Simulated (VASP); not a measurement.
Wanted: the native input for a VASP 6.6.1 run.

| Item | Value |
| --- | --- |
| Task | single point |
| Functional | pbe exchange, lyp correlation |
| Potentials or basis | VASP PAW PBE potentials, release 64 (As, Ga_d) |
| Cutoff | 500 eV |
| k mesh | 8 × 8 × 8 |
| Occupations | methfessel-paxton, width 0.1 eV |
| Spin | no spin polarisation |
| Dipole correction | no |
| Further INCAR settings | ALGO = Normal; EDIFF = 1e-06; NBANDS = 16 |

The structure of GaAs lies in POSCAR:

```
GaAs
1.0
    0.0000000000      2.8822925071      2.8822925071
    2.8822925071      0.0000000000      2.8822925071
    2.8822925071      2.8822925071      0.0000000000
As Ga
1 1
Direct
    0.7500000000      0.7500000000      0.7500000000
    0.0000000000      0.0000000000      0.0000000000
```

The input as run:

INCAR

```
PREC = Accurate
ENCUT = 500
EDIFF = 1E-6
ISMEAR = 1
SIGMA = 0.1
LREAL = F
LASPH = T
NELM = 120
ALGO = Normal
ISIF = 2
LWAVE = F
LCHARG = F
GGA = LIBXC
LIBXC1 = GGA_X_PBE
LIBXC2 = GGA_C_LYP
NBANDS = 16
GGA_COMPAT = F
```

KPOINTS

```
regular mesh
0
Gamma
  8 8 8
```

Potentials or basis: VASP PAW PBE potentials, release 64 (As, Ga_d).

Launch:

```bash
$ cat potpaw_PBE.64/As/POTCAR potpaw_PBE.64/Ga_d/POTCAR > POTCAR
$ mpirun -np 1 vasp_std > vasp.out
```

Results of the run:

```
Pressure               : 3.2 GPa
Band gap on the k mesh : zero (filled and empty bands touch)
```

Caveat: the cell stands under pressure; semilocal functionals underestimate gaps, so a narrow gap can read as zero; the PAW data sets were made with another functional, which shifts forces and pressure a little.

Wall time 9 s on 1 thread of Intel(R) Xeon(R) 6975P-C (Granite Rapids), on a shared host, peak memory 0.18 GiB.
